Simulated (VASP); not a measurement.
Cu2H2O3: single point with r2SCAN

Cu2H2O3:

```
H Cu O
1.0
     3.04318    0.00000    0.00000
    -1.52159    2.63547    0.00000
     0.00000    0.00000    7.60547
H Cu O
2 2 3
Direct
  0.33330 0.66670 0.56660
  0.66670 0.33330 0.43340
  0.66670 0.33330 0.83990
  0.33330 0.66670 0.16010
  0.33330 0.66670 0.69490
  0.66670 0.33330 0.30510
  0.00000 0.00000 0.00000
```

```json
{
 "Program": "VASP 6.6.1",
 "Task": "single point",
 "Functional": "r2SCAN",
 "Potentials or basis": "VASP PAW PBE potentials, release 64 (H, Cu, O)",
 "Cutoff": "770 eV",
 "k mesh": "7 × 7 × 3, shifted",
 "Occupations": "fermi-dirac, width 0.1 eV",
 "Spin": "no spin polarisation"
}
```

The pressure is -3.8 GPa and the largest force is 0.377 eV/Å. The band gap on the k mesh is zero (bands 21 and 22 overlap by 0.39 eV).

Forces in eV/Å, atoms in the order of the input:
```
H    0.000  0.000  0.377
H    0.000  0.000 -0.377
Cu  -0.008  0.005 -0.310
Cu   0.008 -0.005  0.310
O    0.021 -0.012  0.214
O   -0.021  0.012 -0.215
O    0.000  0.000  0.001
```

Stress tensor (GPa, compression positive):
```
-1.01  0.09 -0.20
 0.09 -0.90  0.12
-0.20  0.12 -9.48
```

Levels at points of the mesh, in eV from the Fermi level:
```tsv
k point	band 19	band 20	band 21	band 22	band 23	band 24
(0.50, 0.50, 0.50)	-1.19	-0.80	0.03	0.41	5.68	7.07
```

Run time: 5.2 min on 4 MPI ranks on Intel(R) Xeon(R) Platinum 8259CL CPU @ 2.50GHz (Skylake/Cascade Lake), with other jobs on the host, peak memory 0.22 GiB a rank.

Caveat: the stress differs along the axes, from -9 to -1 GPa; semilocal functionals underestimate gaps, and a narrow one can read as zero; the PAW data sets were made with another functional, which shifts forces and pressure a little. With open d or f shells a metallic result of r2SCAN can be an artefact of self-interaction; +U or a hybrid may open a gap.
